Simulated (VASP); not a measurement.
# Al3HRu4 in VASP: a series of runs

Al3HRu4 is run at these levels: PBEsol; tasks: single point.

Program: VASP 6.6.1. These are calculated values, not measurements. Logs are shortened: lines on timing, memory, paths and dates and some standing lists are left out, and cuts for length are marked.

## 1. The cell of the first run

The cell holds a slab with vacuum, 8 atoms: a = 2.976 Å, b = 2.976 Å, c = 27.929 Å, α = 90.00°, β = 90.00°, γ = 90.00°.

## 2. Single point, PBEsol

File INCAR:

```
  PREC = Accurate
  ENCUT = 520
  EDIFF = 1E-6
  ISMEAR = 0
  SIGMA = 0.1
  LREAL = False
  LASPH = True
  NELM = 80
  ALGO = Normal
  ISIF = 2
  LWAVE = False
  LCHARG = False
  LDIPOL = True
  IDIPOL = 3
  DIPOL = 0.5 0.5 0.485
  GGA = PS
  NBANDS = 43
```

File KPOINTS:

```
Automatic mesh
0
Gamma
  10 10 1
```

File POSCAR:

```
Al3HRu4
1.0
    2.9764078218      0.0000000000      0.0000000000
    0.0000000000      2.9764078218      0.0000000000
    0.0000000000      0.0000000000     27.9292234653
Ru Al H
4 3 1
Direct
    0.5000000000      0.5000000000      0.3043407207
    0.5000000000      0.5000000000      0.4109103798
    0.5000000000      0.5000000000      0.5158706115
    0.5000000000      0.5000000000      0.6222113934
    0.0000000000      0.0000000000      0.3576255503
    0.0000000000      0.0000000000      0.4634656123
    0.0000000000      0.0000000000      0.5675651263
    0.0000000000      0.0000000000      0.6372210578
```

Potentials or basis: VASP PAW PBE potentials, release 64 (Ru_pv, Al, H).

Started as:

```sh
$ cat potpaw_PBE.64/Ru_pv/POTCAR potpaw_PBE.64/Al/POTCAR potpaw_PBE.64/H/POTCAR > POTCAR
$ mpirun -np 1 vasp_std > vasp.out
```

OUTCAR:

```text
PREC = Accurate
   ENCUT = 520
   EDIFF = 1E-6
   ISMEAR = 0
   LREAL = False
   LASPH = True
   NELM = 80
   ISIF = 2
   GGA = PS

 ion  position               nearest neighbor table
   1  0.500  0.500  0.304-   5 2.58   5 2.58   5 2.58   5 2.58   2 2.98
   2  0.500  0.500  0.411-   6 2.57   6 2.57   6 2.57   6 2.57   5 2.58   5 2.58   5 2.58   5 2.58
                             3 2.93   1 2.98
   3  0.500  0.500  0.516-   7 2.55   7 2.55   7 2.55   7 2.55   6 2.56   6 2.56   6 2.56   6 2.56
                             2 2.93   4 2.97
   4  0.500  0.500  0.622-   7 2.60   7 2.60   7 2.60   7 2.60   3 2.97
   5  0.000  0.000  0.358-   2 2.58   2 2.58   2 2.58   2 2.58   1 2.58   1 2.58   1 2.58   1 2.58
                             6 2.96
   6  0.000  0.000  0.463-   3 2.56   3 2.56   3 2.56   3 2.56   2 2.57   2 2.57   2 2.57   2 2.57
                             7 2.91   5 2.96
   7  0.000  0.000  0.568-   8 1.95   3 2.55   3 2.55   3 2.55   3 2.55   4 2.60   4 2.60   4 2.60
                             4 2.60   6 2.91
   8  0.000  0.000  0.637-   7 1.95

  LATTYP: Found a simple tetragonal cell.
 ALAT       =     2.9764078218
 C/A-ratio  =     9.3835338225

  Lattice vectors:

 A1 = (   2.9764078218,   0.0000000000,   0.0000000000)
 A2 = (   0.0000000000,   2.9764078218,   0.0000000000)
 A3 = (   0.0000000000,   0.0000000000,  27.9292234653)

Analysis of symmetry for initial positions (statically):
=====================================================================
 Subroutine PRICEL returns:
 Original cell was already a primitive cell.

 Routine SETGRP: Setting up the symmetry group for a
 simple tetragonal supercell.

 Subroutine GETGRP returns: Found  8 space group operations
 (whereof  8 operations were pure point group operations)
 out of a pool of 16 trial point group operations.

The static configuration has the point symmetry C_4v.

Analysis of symmetry for dynamics (positions and initial velocities):
=====================================================================
 Subroutine PRICEL returns:
 Original cell was already a primitive cell.

 Routine SETGRP: Setting up the symmetry group for a
 simple tetragonal supercell.

 Subroutine GETGRP returns: Found  8 space group operations
 (whereof  8 operations were pure point group operations)
 out of a pool of 16 trial point group operations.

The dynamic configuration has the point symmetry C_4v.

 Subroutine INISYM returns: Found  8 space group operations
 (whereof  8 operations are pure point group operations),
 and found     1 'primitive' translations

----------------------------------------------------------------------------------------

                                     Primitive cell

  volume of cell :     247.4251

  direct lattice vectors                    reciprocal lattice vectors
     2.976407822  0.000000000  0.000000000     0.335975464  0.000000000  0.000000000
     0.000000000  2.976407822  0.000000000     0.000000000  0.335975464  0.000000000
     0.000000000  0.000000000 27.929223465     0.000000000  0.000000000  0.035804791

  length of vectors
     2.976407822  2.976407822 27.929223465     0.335975464  0.335975464  0.035804791

  position of ions in fractional coordinates (direct lattice)
     0.500000000  0.500000000  0.304340721
     0.500000000  0.500000000  0.410910380
     0.500000000  0.500000000  0.515870611
     0.500000000  0.500000000  0.622211393
     0.000000000  0.000000000  0.357625550
     0.000000000  0.000000000  0.463465612
     0.000000000  0.000000000  0.567565126
     0.000000000  0.000000000  0.637221058

  ion indices of the primitive-cell ions
   primitive index   ion index
                 1           1
                 2           2
                 3           3
                 4           4
                 5           5
                 6           6
                 7           7
                 8           8

----------------------------------------------------------------------------------------

 KPOINTS: Automatic mesh

Automatic generation of k-mesh.
 Grid dimensions read from file:
 generate k-points for:   10   10    1

 Generating k-lattice:

  Cartesian coordinates                     Fractional coordinates (reciprocal lattice)
     0.033597546  0.000000000  0.000000000     0.100000000  0.000000000  0.000000000
     0.000000000  0.033597546  0.000000000     0.000000000  0.100000000  0.000000000
     0.000000000  0.000000000  0.035804791     0.000000000  0.000000000  1.000000000

  Length of vectors
     0.033597546  0.033597546  0.035804791

  Shift w.r.t. Gamma in fractional coordinates (k-lattice)
     0.000000000  0.000000000  0.000000000

 Subroutine IBZKPT returns following result:
 ===========================================

 Found     21 irreducible k-points:

 Following reciprocal coordinates:
            Coordinates               Weight
  0.000000  0.000000  0.000000      1.000000
  0.100000  0.000000  0.000000      4.000000
  0.200000  0.000000  0.000000      4.000000
  0.300000  0.000000  0.000000      4.000000
  0.400000  0.000000  0.000000      4.000000
  0.500000  0.000000  0.000000      2.000000
[... 13 lines left out ...]
  0.500000  0.400000  0.000000      4.000000
  0.500000  0.500000  0.000000      1.000000
   k-points           NKPTS =     21   k-points in BZ     NKDIM =     21   number of bands    NBANDS=     43
   number of dos      NEDOS =    301   number of ions     NIONS =      8
   total plane-waves  NPLWV = 120960
   dimension x,y,z NGX =    24 NGY =   24 NGZ =  210
   dimension x,y,z NGXF=    48 NGYF=   48 NGZF=  420
   ions per type =               4   3   1
   NGX,Y,Z   is equivalent  to a cutoff of  13.41, 13.41, 12.50 a.u.
   NGXF,Y,Z  is equivalent  to a cutoff of  26.81, 26.81, 25.00 a.u.
 SYSTEM =  unknown system
   PREC   = accura    normal or accurate (medium, high low for compatibility)
   ISTART =      0    job   : 0-new  1-cont  2-samecut
   ICHARG =      2    charge: 1-file 2-atom 10-const
   ISPIN  =      1    spin polarized calculation?
   LNONCOLLINEAR =      F non collinear calculations
   LSORBIT =      F    spin-orbit coupling
   LASPH  =      T    aspherical Exc in radial PAW
   ENCUT  =  520.0 eV  38.22 Ry    6.18 a.u.   5.53  5.53 51.93*2*pi/ulx,y,z
   NELM   =     80;   NELMIN=  2; NELMDL= -5     # of ELM steps
   EDIFF  = 0.1E-05   stopping-criterion for ELM
   LREAL  =      F    real-space projection
   EDIFFG = 0.1E-04   stopping-criterion for IOM
   NSW    =      0    number of steps for IOM
   IBRION =     -1    ionic relax: 0-MD 1-quasi-New 2-CG
   NFREE  =      0    steps in history (QN), initial steepest desc. (CG)
   ISIF   =      2    stress and relaxation
   ISYM   =      2    0-nonsym 1-usesym 2-fastsym
   POTIM  = 0.5000    time-step for ionic-motion
   TEBEG  =    0.0;   TEEND  =   0.0 temperature during run
   PSTRESS=    0.0 pullay stress
   NELECT =      66.0000    total number of electrons
   NUPDOWN=      -1.0000    fix difference up-down
   EMIN   =  10.00;   EMAX   =-10.00  energy-range for DOS
   EFERMI =   0.00;   METHOD = LEGACY
   ISMEAR =     0;   SIGMA  =   0.10  broadening in eV -4-tet -1-fermi 0-gaus
   EFERMI_NEDOS =   21; number of points for ismear=-14 and -15
   IALGO  =     38    algorithm
   IMIX   =      4    mixing-type and parameters
     AMIX     =   0.40;   BMIX     =  1.00
     AMIX_MAG =   1.60;   BMIX_MAG =  1.00
  volume/ion in A,a.u.               =      30.93       208.71
  Fermi-wavevector in a.u.,A,eV,Ry     =   1.053841  1.991470 15.110356  1.110580
  Thomas-Fermi vector in A             =   2.188978
   LORBIT       =      0    0 simple, 1 ext, 2 COOP (PROOUT), +10 PAW based schemes
   GGA     = PS    functional components
   LHFCALC =     F    Hartree Fock is set to
   AEXX    =    0.0000 exact exchange contribution
   IVDW    =     0    specifies the selected vdW correction
   LEPSILON=     F    determine dielectric tensor
   LRPA    =     F    only Hartree local field effects (RPA)
 non-spin polarized calculation
 Gauss-broadening in eV      SIGMA  =   0.10
  energy-cutoff  :      520.00
  volume of cell :      247.43
 maximum number of plane-waves:      6727
 NGX is ok and might be reduce to    24
   NGX = 11   NGY = 11   NGZ =103

 dipolmoment           0.000000      0.000000     -0.004840 electrons x Angstroem

 number of electron      65.9999985 magnetization

 dipolmoment           0.000000      0.000000      0.012393 electrons x Angstroem

 Free energy of the ion-electron system (eV)
  ---------------------------------------------------
  ext. energy  EPLUGINS =         0.00000000
  ---------------------------------------------------
  free energy    TOTEN  =       -56.30905942 eV

  energy without entropy =      -56.27317811  energy(sigma->0) =      -56.29111876

 E-fermi :   1.3797     XC(G=0):  -5.7178

 val. band max:        1.3536160123   @ k =   0.5000   0.0000   0.0000
 cond. band min:       1.3837817753   @ k =   0.5000   0.2000   0.0000
 fundamental gap:      0.0301657630
 Fermi energy:         1.3796713530

 k-point     1 :       0.0000    0.0000    0.0000
  band No.  band energies     occupation
      1     -40.6698      2.00000
      2     -40.5786      2.00000
      3     -40.4879      2.00000
      4     -40.4583      2.00000
      5     -40.4583      2.00000
      6     -40.4312      2.00000
[... 35 lines left out ...]
     42       6.6514      0.00000
     43       6.7076      0.00000

 k-point     2 :       0.1000    0.0000    0.0000
  band No.  band energies     occupation
      1     -40.6672      2.00000
      2     -40.5764      2.00000
      3     -40.4860      2.00000
      4     -40.4791      2.00000
      5     -40.4565      2.00000
      6     -40.4525      2.00000
[... 866 lines left out ...]
 k-point    21 :       0.5000    0.5000    0.0000
  band No.  band energies     occupation
      1     -40.6452      2.00000
      2     -40.6452      2.00000
      3     -40.6240      2.00000
      4     -40.6240      2.00000
      5     -40.6189      2.00000
      6     -40.5894      2.00000
[... 35 lines left out ...]
     42       5.8107      0.00000
     43       6.0538      0.00000

------------------------ aborting loop because EDIFF is reached ----------------------------------------

 vacuum level on the upper side and lower side of the slab       (xc-potential included)        -0.002        -0.213

  FORCE on cell =-STRESS in cart. coord.  units (eV):
  Direction    XX          YY          ZZ          XY          YZ          ZX
  --------------------------------------------------------------------------------------
  -------------------------------------------------------------------------------------
  Total       -6.4450581     -6.4450581     -1.4875083      0.0000000      0.0000000     -0.0000000
  in kB      -41.7343526    -41.7343526     -9.6322165      0.0000000      0.0000000     -0.0000000
  external PRESSURE =     -31.0336406 kB  Pullay stress =       0.0000000 kB

 VOLUME and BASIS-vectors are now :
 -----------------------------------------------------------------------------
  energy-cutoff  :      520.00
  volume of cell :      247.43
      direct lattice vectors                 reciprocal lattice vectors
     2.976407822  0.000000000  0.000000000     0.335975464  0.000000000  0.000000000
     0.000000000  2.976407822  0.000000000     0.000000000  0.335975464  0.000000000
     0.000000000  0.000000000 27.929223465     0.000000000  0.000000000  0.035804791

 POSITION                                       TOTAL-FORCE (eV/Angst)
 -----------------------------------------------------------------------------------
      1.48820      1.48820      8.50000        -0.000000      0.000000      0.690107
      1.48820      1.48820     11.47641         0.000000     -0.000000     -0.299582
      1.48820      1.48820     14.40787        -0.000000     -0.000000      0.013154
      1.48820      1.48820     17.37788        -0.000000     -0.000000      0.001938
      0.00000      0.00000      9.98820        -0.000000     -0.000000     -0.404598
      0.00000      0.00000     12.94423        -0.000000     -0.000000      0.002315
      0.00000      0.00000     15.85165        -0.000000     -0.000000      0.001453
      0.00000      0.00000     17.79709        -0.000000      0.000000     -0.004787
 -----------------------------------------------------------------------------------
    total drift:                                0.000000     -0.000000      0.000394

  FREE ENERGIE OF THE ION-ELECTRON SYSTEM (eV)
  ---------------------------------------------------
  free  energy   TOTEN  =       -56.3090594154 eV

  energy  without entropy=      -56.2731781087  energy(sigma->0) =      -56.29111876

 vacuum level on the upper side and lower side of the slab         6.055         5.858
```

Wall time 4.2 min (1 thread of Intel Xeon 6975P-C (Granite Rapids), shared host); peak memory 0.44 GiB.

What came out:

```yaml
Free_energy: -56.3091 eV
Largest_force: 0.690 eV/Å
Band_gap_on_the_k_mesh: zero (bands 33 and 34 overlap by 2.08 eV)
```

Forces in eV/Å, atoms in the order of the input:
```
Ru   0.000  0.000  0.690
Ru   0.000  0.000 -0.300
Ru   0.000  0.000  0.013
Ru   0.000  0.000  0.002
Al   0.000  0.000 -0.405
Al   0.000  0.000  0.002
Al   0.000  0.000  0.001
H    0.000  0.000 -0.005
```

Caveat: the PAW data sets were made with another functional, which shifts forces and pressure a little.

(Continued in part 2 of 2.)

The gap in the log of VASP goes by the Fermi energy; the results here count the filled bands.